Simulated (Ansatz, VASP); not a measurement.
# Pd in VASP and in Ansatz

```
CELL_PARAMETERS angstrom
0.00000 1.89628 1.94490
1.89628 0.00000 1.94490
1.89628 1.89628 0.00000
ATOMIC_POSITIONS crystal
Pd 0.00000 0.00000 0.00000
```

Change from the starting cell: strain -0.025 along x and y, +0.000 along z, atoms carried along.

Alike in both runs: task single point; functional PBE; k mesh 20 × 20 × 20; occupations gaussian, width 0.15 eV; no spin polarisation.

|  | VASP | Ansatz |
| --- | --- | --- |
| version | VASP 6.6.1 | Ansatz 0.2.0 |
| potentials or method | VASP PAW PBE potentials, release 64 (Pd), cutoff 520 eV | scalar-relativistic, plane waves, PAW |
| valence electrons in the cell | 10 | 18 |

|  | VASP | Ansatz | Ansatz less VASP |
| --- | --- | --- | --- |
| gap on the k mesh at the Fermi level (eV) | none | none | - |
| pressure (GPa) | 19.4 | 19.8 | +0.42 |
| traceless stress, the component that is largest in VASP (GPa) | -1.35 | -1.37 | -0.025 |

A gap of «none» marks a metal or a gap that the smearing closes. VASP's potentials hold 10 valence electrons a cell and Ansatz's 18, so a difference there can come from the potentials and not from the codes.
